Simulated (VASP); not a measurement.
# Sn (P6_3/mmc) in VASP: further runs

The runs below take Sn through relaxation of cell and atoms, single point, with PBEsol.

Everything below comes from runs of VASP 6.6.1. Logs are shortened: lines on timing, memory, paths and dates and some standing lists are left out, and cuts for length are marked.

### Step 1. The cell of the first run

The structure is hexagonal, space group P6_3/mmc (No. 194). The conventional cell has a = 3.410 Å, b = 3.410 Å, c = 11.137 Å, α = 90.00°, β = 90.00°, γ = 120.00°. Sn (site symmetry -3m) has 12 Sn at 3.41 Å within 4.5 Å. Within 4.5 Å of Sn (site symmetry -6m2) lie 12 Sn at 3.41 Å.

### Step 2. Relaxation of cell and atoms, PBEsol

Input file INCAR:

```
SYSTEM = Sn
ALGO = Normal
EDIFF = 1E-6
EDIFFG = -0.01
ENCUT = 600
GGA = PS
IBRION = 2
ISIF = 3
ISMEAR = -1
LASPH = .TRUE.
LCHARG = .FALSE.
LREAL = .FALSE.
LWAVE = .FALSE.
NELM = 60
NSW = 80
PREC = Accurate
SIGMA = 0.1
```

Input file KPOINTS:

```
k-points
0
G
  11 11 3
  0 0 0
```

Input file POSCAR:

```
Sn
1.0
    3.4098662044      0.0000000000      0.0000000000
   -1.7049331022      2.9530307565      0.0000000000
    0.0000000000      0.0000000000     11.1366230234
Sn
4
Direct
    0.0000000000      0.0000000000      0.0000000000
    0.0000000000      0.0000000000      0.5000000000
    0.3333333333      0.6666666667      0.2500000000
    0.6666666667      0.3333333333      0.7500000000
```

Potentials or basis: VASP PAW PBE potentials, release 64 (Sn_d).

Launch:

```
$ cat potpaw_PBE.64/Sn_d/POTCAR > POTCAR
$ mpirun -np 1 vasp_std > vasp.out
```

OUTCAR:

```text
SYSTEM = Sn
   EDIFF = 1E-6
   EDIFFG = -0.01
   ENCUT = 600
   GGA = PS
   IBRION = 2
   ISIF = 3
   ISMEAR = -1
   LASPH = .TRUE.
   LREAL = .FALSE.
   NELM = 60
   NSW = 80
   PREC = Accurate

 ion  position               nearest neighbor table
   1  0.000  0.000  0.000-   3 3.41   4 3.41   3 3.41   4 3.41   4 3.41   3 3.41
   2  0.000  0.000  0.500-   3 3.41   4 3.41   3 3.41   4 3.41   4 3.41   3 3.41
   3  0.333  0.667  0.250-   1 3.41   2 3.41   1 3.41   2 3.41   1 3.41   2 3.41
   4  0.667  0.333  0.750-   1 3.41   2 3.41   1 3.41   2 3.41   1 3.41   2 3.41

  LATTYP: Found a hexagonal cell.
 ALAT       =     3.4098662044
 C/A-ratio  =     3.2660000000

  Lattice vectors:

 A1 = (   3.4098662044,   0.0000000000,   0.0000000000)
 A2 = (  -1.7049331022,   2.9530307565,   0.0000000000)
 A3 = (   0.0000000000,   0.0000000000,  11.1366230234)

Analysis of symmetry for initial positions (statically):
=====================================================================
 Subroutine PRICEL returns:
 Original cell was already a primitive cell.

 Routine SETGRP: Setting up the symmetry group for a
 hexagonal supercell.

 Subroutine GETGRP returns: Found 24 space group operations
 (whereof 12 operations were pure point group operations)
 out of a pool of 24 trial point group operations.

The static configuration has the point symmetry D_3d.
 The point group associated with its full space group is D_6h.

Analysis of symmetry for dynamics (positions and initial velocities):
=====================================================================
 Subroutine PRICEL returns:
 Original cell was already a primitive cell.

 Routine SETGRP: Setting up the symmetry group for a
 hexagonal supercell.

 Subroutine GETGRP returns: Found 24 space group operations
 (whereof 12 operations were pure point group operations)
 out of a pool of 24 trial point group operations.

The dynamic configuration has the point symmetry D_3d.
 The point group associated with its full space group is D_6h.

 Subroutine INISYM returns: Found 24 space group operations
 (whereof 12 operations are pure point group operations),
 and found     1 'primitive' translations

----------------------------------------------------------------------------------------

                                     Primitive cell

  volume of cell :     112.1396

  direct lattice vectors                    reciprocal lattice vectors
     3.409866204  0.000000000  0.000000000     0.293266639  0.169317573  0.000000000
    -1.704933102  2.953030757  0.000000000     0.000000000  0.338635146  0.000000000
     0.000000000  0.000000000 11.136623023     0.000000000  0.000000000  0.089793827

  length of vectors
     3.409866204  3.409866204 11.136623023     0.338635146  0.338635146  0.089793827

  position of ions in fractional coordinates (direct lattice)
     0.000000000  0.000000000  0.000000000
     0.000000000  0.000000000  0.500000000
     0.333333333  0.666666667  0.250000000
     0.666666667  0.333333333  0.750000000

  ion indices of the primitive-cell ions
   primitive index   ion index
                 1           1
                 2           2
                 3           3
                 4           4

----------------------------------------------------------------------------------------

 KPOINTS: k-points

Automatic generation of k-mesh.
 Grid dimensions read from file:
 generate k-points for:   11   11    3

 Generating k-lattice:

  Cartesian coordinates                     Fractional coordinates (reciprocal lattice)
     0.026660604  0.015392507  0.000000000     0.090909091  0.000000000  0.000000000
     0.000000000  0.030785013  0.000000000     0.000000000  0.090909091  0.000000000
     0.000000000  0.000000000  0.029931276     0.000000000  0.000000000  0.333333333

  Length of vectors
     0.030785013  0.030785013  0.029931276

  Shift w.r.t. Gamma in fractional coordinates (k-lattice)
     0.000000000  0.000000000  0.000000000

 Subroutine IBZKPT returns following result:
 ===========================================

 Found     32 irreducible k-points:

 Following reciprocal coordinates:
            Coordinates               Weight
  0.000000  0.000000  0.000000      1.000000
  0.090909 -0.000000  0.000000      6.000000
  0.181818 -0.000000  0.000000      6.000000
  0.272727  0.000000  0.000000      6.000000
  0.363636 -0.000000  0.000000      6.000000
  0.454545 -0.000000  0.000000      6.000000
[... 16 lines left out ...]
  0.090909  0.090909  0.333333     12.000000
  0.181818  0.090909  0.333333     24.000000
 [... further k-points ...]
   k-points           NKPTS =     32   k-points in BZ     NKDIM =     32   number of bands    NBANDS=     33
   number of dos      NEDOS =    301   number of ions     NIONS =      4
   total plane-waves  NPLWV =  70560
   dimension x,y,z NGX =    28 NGY =   28 NGZ =   90
   dimension x,y,z NGXF=    56 NGYF=   56 NGZF=  180
   ions per type =               4
   NGX,Y,Z   is equivalent  to a cutoff of  13.65, 13.65, 13.44 a.u.
   NGXF,Y,Z  is equivalent  to a cutoff of  27.30, 27.30, 26.87 a.u.
 SYSTEM =  Sn
   PREC   = accura    normal or accurate (medium, high low for compatibility)
   ISTART =      0    job   : 0-new  1-cont  2-samecut
   ICHARG =      2    charge: 1-file 2-atom 10-const
   ISPIN  =      1    spin polarized calculation?
   LNONCOLLINEAR =      F non collinear calculations
   LSORBIT =      F    spin-orbit coupling
   LASPH  =      T    aspherical Exc in radial PAW
   ENCUT  =  600.0 eV  44.10 Ry    6.64 a.u.   6.81  6.81 22.24*2*pi/ulx,y,z
   NELM   =     60;   NELMIN=  2; NELMDL= -5     # of ELM steps
   EDIFF  = 0.1E-05   stopping-criterion for ELM
   LREAL  =      F    real-space projection
   EDIFFG = -.1E-01   stopping-criterion for IOM
   NSW    =     80    number of steps for IOM
   IBRION =      2    ionic relax: 0-MD 1-quasi-New 2-CG
   NFREE  =      1    steps in history (QN), initial steepest desc. (CG)
   ISIF   =      3    stress and relaxation
   ISYM   =      2    0-nonsym 1-usesym 2-fastsym
   POTIM  = 0.5000    time-step for ionic-motion
   TEBEG  =    0.0;   TEEND  =   0.0 temperature during run
   PSTRESS=    0.0 pullay stress
   NELECT =      56.0000    total number of electrons
   NUPDOWN=      -1.0000    fix difference up-down
   EMIN   =  10.00;   EMAX   =-10.00  energy-range for DOS
   EFERMI =   0.00;   METHOD = LEGACY
   ISMEAR =    -1;   SIGMA  =   0.10  broadening in eV -4-tet -1-fermi 0-gaus
   EFERMI_NEDOS =   21; number of points for ismear=-14 and -15
   IALGO  =     38    algorithm
   IMIX   =      4    mixing-type and parameters
     AMIX     =   0.40;   BMIX     =  1.00
     AMIX_MAG =   1.60;   BMIX_MAG =  1.00
  volume/ion in A,a.u.               =      28.03       189.19
  Fermi-wavevector in a.u.,A,eV,Ry     =   1.298827  2.454427 22.952361  1.686951
  Thomas-Fermi vector in A             =   2.430130
   LORBIT       =      0    0 simple, 1 ext, 2 COOP (PROOUT), +10 PAW based schemes
   GGA     = PS    functional components
   LHFCALC =     F    Hartree Fock is set to
   AEXX    =    0.0000 exact exchange contribution
   IVDW    =     0    specifies the selected vdW correction
   LEPSILON=     F    determine dielectric tensor
   LRPA    =     F    only Hartree local field effects (RPA)
 conjugate gradient relaxation of ions
 non-spin polarized calculation
  energy-cutoff  :      600.00
  volume of cell :      112.14
 maximum number of plane-waves:      3764
 NGX is ok and might be reduce to    28
   NGX = 13   NGY = 13   NGZ = 45

--------------------------------------- Ionic step        1  -------------------------------------------

 number of electron      55.9999989 magnetization

 Free energy of the ion-electron system (eV)
  ---------------------------------------------------
  ext. energy  EPLUGINS =         0.00000000
  ---------------------------------------------------
  free energy    TOTEN  =       -16.93416177 eV

  energy without entropy =      -16.86999799  energy(sigma->0) =      -16.90207988

------------------------ aborting loop because EDIFF is reached ----------------------------------------

  FORCE on cell =-STRESS in cart. coord.  units (eV):
  Direction    XX          YY          ZZ          XY          YZ          ZX
  --------------------------------------------------------------------------------------
  -------------------------------------------------------------------------------------
  Total       -2.1580498     -2.1580498     -1.5985153      0.0000000      0.0000000      0.0000000
  in kB      -30.8328178    -30.8328178    -22.8385515      0.0000000      0.0000000      0.0000000
  external PRESSURE =     -28.1680623 kB  Pullay stress =       0.0000000 kB
[... 175 lines left out ...]
  energy  without entropy=      -16.9450574858  energy(sigma->0) =      -16.97425727

--------------------------------------- Ionic step        6  -------------------------------------------

 number of electron      55.9999990 magnetization

 Free energy of the ion-electron system (eV)
  ---------------------------------------------------
  ext. energy  EPLUGINS =         0.00000000
  ---------------------------------------------------
  free energy    TOTEN  =       -17.00352364 eV

  energy without entropy =      -16.94543963  energy(sigma->0) =      -16.97448164

 E-fermi :   8.3633     XC(G=0): -10.6492

 val. band max:        8.2643421692   @ k =   0.3636  -0.0000   0.3333
 cond. band min:       8.4088951905   @ k =   0.1818   0.1818   0.3333
 fundamental gap:      0.1445530213
 Fermi energy:         8.3633349707

 k-point     1 :       0.0000    0.0000    0.0000
  band No.  band energies     occupation
      1     -13.1361      2.00000
      2     -13.1342      2.00000
      3     -13.1195      2.00000
      4     -13.1195      2.00000
      5     -13.1086      2.00000
      6     -13.1086      2.00000
[... 853 lines left out ...]
     32      12.3030      0.00000
     33      12.5894      0.00000

 [... further k-points ...]
[... 5 lines left out ...]
  --------------------------------------------------------------------------------------
  -------------------------------------------------------------------------------------
  Total       -0.0009915     -0.0009915     -0.0103665      0.0000000      0.0000000      0.0000000
  in kB       -0.0150696     -0.0150696     -0.1575543      0.0000000      0.0000000      0.0000000
  external PRESSURE =      -0.0625645 kB  Pullay stress =       0.0000000 kB
[... 19 lines left out ...]
  FREE ENERGIE OF THE ION-ELECTRON SYSTEM (eV)
  ---------------------------------------------------
  free  energy   TOTEN  =       -17.0035236376 eV

  energy  without entropy=      -16.9454396336  energy(sigma->0) =      -16.97448164

 reached required accuracy - stopping structural energy minimisation
```

It took 6.5 min on 1 thread of Intel Xeon Platinum 8488C (Sapphire Rapids), shared host; peak memory 0.32 GiB.

What came out:

```
Free energy                            : -17.0035 eV
Relaxed volume                         : 26.35 Å³/atom
Relaxed cell                           : a = 3.327 Å, b = 3.327 Å, c = 10.999 Å, α = 90.00°, β = 90.00°, γ = 120.00°
Space group after relaxing (to 0.05 Å) : P6_3/mmc (No. 194)
Energy gained by relaxing              : 17.3 meV/atom
Ionic steps                            : 6
Pressure after relaxing                : 0.0 GPa
Band gap on the k mesh                 : zero (band 28 reaches 14.52 eV, above the bottom of band 29 at 6.56 eV)
```

Step by step:
```tsv
step	energy change (eV)	largest force (eV/Å)	pressure (GPa)	volume (Å³)
1	0.0000	0.0000	-2.82	112.14
2	-0.0670	0.0000	0.57	104.33
3	-0.0686	0.0000	0.07	105.24
4	-0.0686	0.0000	0.00	105.38
5	-0.0693	0.0000	0.01	105.40
6	-0.0694	0.0000	-0.01	105.42
```

Final structure:
```yaml
crystal:
  lattice:
    - [3.32666, 0.00000, 0.00000]
    - [-1.66333, 2.88098, 0.00000]
    - [0.00000, 0.00000, 10.99923]
  atoms:
    - { symbol: Sn, position: [0.00000, 0.00000, 0.00000] }
    - { symbol: Sn, position: [0.00000, 0.00000, 0.50000] }
    - { symbol: Sn, position: [0.33333, 0.66667, 0.25000] }
    - { symbol: Sn, position: [0.66667, 0.33333, 0.75000] }
```

Levels at points of the mesh, in eV from the Fermi level:
```csv
k point,band 26,band 27,band 28,band 29,band 30,band 31
"(0.00, 0.00, 0.00)",0.83,0.83,6.06,6.06,6.82,6.82
```

Caveat: the PAW data sets were made with another functional, which shifts forces and pressure a little; spin-orbit coupling is left out, which moves the levels of the heavy elements.

(Continued in part 2 of 2.)
